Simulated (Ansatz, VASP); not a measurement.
## One calculation of Ge, two programs

The input INCAR:

```
SYSTEM = Ge
ALGO = Normal ; DIPOL = 0.5 0.5 0.377
EDIFF = 1E-7 ; ENCUT = 520
GGA = PE ; IDIPOL = 3
ISIF = 2 ; ISMEAR = 0
IVDW = 12 ; LASPH = .True.
LCHARG = .False. ; LDIPOL = .True.
LREAL = .False. ; LWAVE = .False.
NBANDS = 36 ; NELM = 80
PREC = Accurate ; SIGMA = 0.1
```

File KPOINTS:

```
k-points
0
Gamma
  9 9 1
  0 0 0
```

POSCAR

```
Ge
1.0
    4.0226895311      0.0000000000      0.0000000000
   -2.0113447656      3.4837513255      0.0000000000
    0.0000000000      0.0000000000     18.8685220517
Ge
4
Direct
    0.3333333333      0.6666666667      0.2747571332
    0.6666666667      0.3333333333      0.2384924472
    0.4444444444      1.8888888889      0.5150653573
    0.7777777778      1.5555555556      0.4788006714
```

Input for Ansatz:

```yaml
crystal:
  lattice:
    - [4.0226895311, 0.0, 0.0]
    - [-2.0113447656, 3.4837513255, 0.0]
    - [0.0, 0.0, 18.8685220517]
  atoms:
    - { symbol: Ge, position: [0.3333333333, 0.6666666667, 0.2747571332] }
    - { symbol: Ge, position: [0.6666666667, 0.3333333333, 0.2384924472] }
    - { symbol: Ge, position: [0.4444444444, 1.8888888889, 0.5150653573] }
    - { symbol: Ge, position: [0.7777777778, 1.5555555556, 0.4788006714] }
basis:
  ecutwfc: 420
kpoints:
  mp_grid: { grid: [9, 9, 1] }
hamiltonian:
  xc: pbe
  pseudopotentials: { kind: paw, azcp: { folder: soft_1 } }
  dispersion: d3bj
scf:
  occupations: { method: gaussian, width: 0.1 }
output:
  forces: true
  eigenvalues: true
efield:
  axis: 3
  dipole_correction: true
  ramp_width: 0.04
```

Alike in both runs: task single point; functional PBE; dispersion D3(BJ); k mesh 9 × 9 × 1; occupations gaussian, width 0.1 eV; no spin polarisation.

|  | VASP | Ansatz |
| --- | --- | --- |
| version | VASP 6.6.1 | Ansatz 0.2.0 |
| potentials or method | VASP PAW PBE potentials, release 64 (Ge_d), cutoff 520 eV | scalar-relativistic, plane waves, PAW |
| valence electrons in the cell | 56 | 56 |

```csv
,VASP,Ansatz,Ansatz less VASP
gap on the k mesh at the Fermi level (eV),0.55,0.55,0.000
least direct gap on the mesh (eV),0.58,0.58,0.000
rms of the force components (eV/Å),0.051,0.052,+0.0003
```

Atom by atom the forces differ by 0.001 eV/Å (rms over components).
